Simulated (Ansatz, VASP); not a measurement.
## Two plane-wave programs on Na

```
Na
1.0
    -2.14100    2.14100    2.14100
     2.14100   -2.14100    2.14100
     2.14100    2.14100   -2.14100
Na
1
Direct
  0.00000 0.00000 0.00000
```

Alike in both runs: task single point; functional PBE; k mesh 9 × 9 × 9; occupations fermi-dirac, width 0.05 eV; no spin polarisation.

|  | VASP | Ansatz |
| --- | --- | --- |
| version | VASP 6.6.1 | Ansatz 0.2.0 |
| potentials or method | VASP PAW PBE potentials, release 64 (Na_pv) | Ansatz PAW |
| plane-wave cutoff (eV) | 520 | 420 |
| valence electrons in the cell | 7 | 9 |

VASP gave:

| Quantity | Value |
| --- | --- |
| gap on the k mesh at the Fermi level (eV) | none |
| pressure (GPa) | -0.5 |

Task: Which values does Ansatz return?

Result: gap on the k mesh at the Fermi level (eV): none; pressure (GPa): -0.4.

A gap of «none» marks a metal or a gap that the smearing closes. VASP's potentials hold 7 valence electrons a cell and Ansatz's 9, so a difference there can come from the potentials and not from the codes.
